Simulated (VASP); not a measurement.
A run of VASP 6.6.1 is set up as follows.

INCAR

```
SYSTEM = SnSe
ALGO     = Normal         ! electronic algorithm
EDIFF    = 1E-7           ! SCF threshold, eV
EDIFFG   = -0.01          ! ionic threshold
ENCUT    = 500            ! plane-wave cutoff, eV
GGA      = PE             ! functional
GGA_COMPAT= .False.      
IBRION   = 2              ! ionic algorithm
ISIF     = 3              ! what is computed and relaxed
ISMEAR   = 0              ! smearing method
IVDW     = 12             ! dispersion correction
LASPH    = .True.         ! aspherical terms in the spheres
LCHARG   = .False.        ! write CHGCAR
LREAL    = .False.        ! projectors in reciprocal space
LWAVE    = .False.        ! write WAVECAR
NELM     = 120            ! most SCF steps
NELMIN   = 4            
NSW      = 80             ! ionic steps
PREC     = Accurate       ! precision mode
SIGMA    = 0.01           ! smearing width, eV
```

File KPOINTS:

```
k-points
0
Gamma
  2 5 5
  0 0 0
```

Contents of POSCAR:

```
SnSe
1.0
   11.4200000000      0.0000000000      0.0000000000
    0.0000000000      4.1900000000      0.0000000000
    0.0000000000      0.0000000000      4.4600000000
Sn Se
4 4
Direct
    0.1230000000      0.2500000000      0.0910000000
    0.3770000000      0.7500000000      0.5910000000
    0.6230000000      0.2500000000      0.4090000000
    0.8770000000      0.7500000000      0.9090000000
    0.3570000000      0.2500000000      0.0160000000
    0.1430000000      0.7500000000      0.5160000000
    0.8570000000      0.2500000000      0.4840000000
    0.6430000000      0.7500000000      0.9840000000
```

Potentials or basis: VASP PAW PBE potentials, release 64 (Sn_d, Se).

Command:

```bash
$ cat potpaw_PBE.64/Sn_d/POTCAR potpaw_PBE.64/Se/POTCAR > POTCAR
$ mpirun -np 1 vasp_std > vasp.out
```

Q: Predict the relaxed volume.

A: 26.31 Å³/atom.

Q: Predict the band gap on the k mesh.

A: 0.54 eV (least direct gap 0.92 eV).

Final structure:
```cif
data_structure
_symmetry_space_group_name_H-M 'P 1'
_symmetry_Int_Tables_number 1
_cell_length_a 11.5341
_cell_length_b 4.1738
_cell_length_c 4.3724
_cell_angle_alpha 90.000
_cell_angle_beta 90.000
_cell_angle_gamma 90.000
_cell_volume 210.49
loop_
_atom_site_label
_atom_site_type_symbol
_atom_site_fract_x
_atom_site_fract_y
_atom_site_fract_z
_atom_site_occupancy
Sn1 Sn 0.11828 0.25000 0.08996 1
Sn2 Sn 0.38172 0.75000 0.58996 1
Sn3 Sn 0.61828 0.25000 0.41004 1
Sn4 Sn 0.88172 0.75000 0.91004 1
Se1 Se 0.35629 0.25000 0.01899 1
Se2 Se 0.14371 0.75000 0.51899 1
Se3 Se 0.85629 0.25000 0.48101 1
Se4 Se 0.64371 0.75000 0.98101 1
```

Caveat: semilocal functionals underestimate gaps, and a narrow one can read as zero; spin-orbit coupling is left out, which moves the levels of the heavy elements. A k mesh can miss the band edges.
